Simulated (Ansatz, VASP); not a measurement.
# ZnO: VASP beside Ansatz

INCAR

```
ALGO = Normal ; EDIFF = 1E-6
EDIFFG = -0.001 ; ENCUT = 600
GGA = CA ; IBRION = 2
ISIF = 3 ; ISMEAR = 0
LASPH = T ; LCHARG = F
LREAL = F ; LWAVE = F
NELM = 80 ; NSW = 80
PREC = Accurate ; SIGMA = 0.01
```

Contents of KPOINTS:

```
k-points
0
Gamma
  12 12 6
```

POSCAR

```
ZnO
1.0
    3.1868123898      0.0000000000      0.0000000000
   -1.5934061949      2.7598604867      0.0000000000
    0.0000000000      0.0000000000      5.1535583231
Zn O
2 2
Direct
    0.3333333333      0.6666666667      0.5003399761
    0.6666666667      0.3333333333      0.0003399761
    0.6666666667      0.3333333333      0.3786700239
    0.3333333333      0.6666666667      0.8786700239
```

Input for Ansatz:

```yaml
crystal:
  lattice:
    - [3.1868123898, 0.0, 0.0]
    - [-1.5934061949, 2.7598604867, 0.0]
    - [0.0, 0.0, 5.1535583231]
  atoms:
    - { symbol: Zn, position: [0.3333333333, 0.6666666667, 0.5003399761] }
    - { symbol: Zn, position: [0.6666666667, 0.3333333333, 0.0003399761] }
    - { symbol: O, position: [0.6666666667, 0.3333333333, 0.3786700239] }
    - { symbol: O, position: [0.3333333333, 0.6666666667, 0.8786700239] }
basis:
  ecutwfc: 420
kpoints:
  mp_grid: { grid: [12, 12, 6] }
hamiltonian:
  xc: lda
scf:
  occupations: { method: fixed }
output:
  forces: true
  stress: true
  eigenvalues: true
relax:
  adjacent_minimum: "off"
  f_tol: 0.001
  max_steps: 60
  cell: { stress_tol: 0.01 }
```

Alike in both runs: task relaxation of cell and atoms; functional LDA; k mesh 12 × 12 × 6; no spin polarisation.

|  | VASP | Ansatz |
| --- | --- | --- |
| version | VASP 6.6.1 | Ansatz 0.2.0 |
| potentials or method | VASP PAW LDA potentials, release 64 (Zn, O), cutoff 600 eV | scalar-relativistic, plane waves, PAW |
| occupations | gaussian, width 0.01 eV | fixed |
| valence electrons in the cell | 36 | 36 |

```tsv
	VASP	Ansatz	Ansatz less VASP
gap on the k mesh at the Fermi level, each at its own relaxed structure (eV)	0.80	0.80	+0.002
relaxed volume (Å³/atom)	11.41	11.33	-0.077
relaxed cell length with the largest relative difference (Å)	5.165	5.153	-0.0120
```

LDA's correlation is that of Perdew and Zunger in VASP and of Perdew and Wang (1992) in Ansatz.
